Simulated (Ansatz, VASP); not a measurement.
**One calculation of BaF2, two programs**

File INCAR:

```
SYSTEM = BaF2
ALGO = Normal
EDIFF = 1E-6
ENCUT = 600
GGA = PE
GGA_COMPAT = .False.
ISIF = 2
ISMEAR = 0
LASPH = .True.
LCHARG = .False.
LREAL = .False.
LWAVE = .False.
NBANDS = 19
NELM = 120
PREC = Accurate
SIGMA = 0.05
```

The input KPOINTS:

```
k-points
0
Gamma
  6 6 6
  0 0 0
```

POSCAR

```
BaF2
1.0
    0.0000000000      3.2550525000      3.2550525000
    3.2550525000      0.0000000000      3.2550525000
    3.2550525000      3.2550525000      0.0000000000
Ba F
1 2
Direct
    0.0000000000      0.0000000000      0.0000000000
    0.2500000000      0.2500000000      0.2500000000
    0.7500000000      0.7500000000      0.7500000000
```

Input for Ansatz:

```yaml
crystal:
  lattice:
    - [0.0, 3.2550525, 3.2550525]
    - [3.2550525, 0.0, 3.2550525]
    - [3.2550525, 3.2550525, 0.0]
  atoms:
    - { symbol: Ba, position: [0.0, 0.0, 0.0] }
    - { symbol: F, position: [0.25, 0.25, 0.25] }
    - { symbol: F, position: [0.75, 0.75, 0.75] }
basis:
  ecutwfc: 420
kpoints:
  mp_grid: { grid: [6, 6, 6] }
hamiltonian:
  xc: pbe
scf:
  occupations: { method: gaussian, width: 0.05 }
output:
  forces: true
  stress: true
  eigenvalues: true
```

Change from the starting cell: strain +0.050 along x and y, +0.050 along z, atoms carried along.

Alike in both runs: task single point; functional PBE; k mesh 6 × 6 × 6; occupations gaussian, width 0.05 eV; no spin polarisation.

|  | VASP | Ansatz |
| --- | --- | --- |
| version | VASP 6.6.1 | Ansatz 0.2.0 |
| potentials or method | VASP PAW PBE potentials, release 64 (Ba_sv, F), cutoff 600 eV | scalar-relativistic, plane waves, PAW |
| valence electrons in the cell | 24 | 24 |

```tsv
	VASP	Ansatz	Ansatz less VASP
gap on the k mesh at the Fermi level (eV)	6.13	6.18	+0.055
least direct gap on the mesh (eV)	6.15	6.22	+0.061
pressure (GPa)	-4.5	-5.0	-0.46
```

Spin-orbit coupling is off throughout.
